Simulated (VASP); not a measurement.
A run of VASP 6.6.1 is set up as follows.

File INCAR:

```
  PREC = Accurate
  ENCUT = 600
  EDIFF = 1E-6
  ISMEAR = -1
  SIGMA = 0.01
  LREAL = F
  LASPH = T
  NELM = 120
  ALGO = Normal
  ISIF = 2
  LWAVE = F
  LCHARG = F
  GGA = PE
  NBANDS = 11
  GGA_COMPAT = F
```

Contents of KPOINTS:

```
Automatic mesh
0
Gamma
  8 8 8
```

Contents of POSCAR:

```
MgO
1.0
    0.0000000000      2.1055000000      2.1055000000
    2.1055000000      0.0000000000      2.1055000000
    2.1055000000      2.1055000000      0.0000000000
Mg O
1 1
Direct
    0.0000000000      0.0000000000      0.0000000000
    0.5000000000      0.5000000000      0.5000000000
```

Potentials or basis: VASP PAW PBE potentials, release 64 (Mg, O).

Command:

```bash
$ cat potpaw_PBE.64/Mg/POTCAR potpaw_PBE.64/O/POTCAR > POTCAR
$ mpirun -np 1 vasp_std > vasp.out
```

(1) What does it give for the band gap on the k mesh?

(2) Estimate the pressure.

Results:

(1) 4.74 eV, direct.

(2) 3.8 GPa.
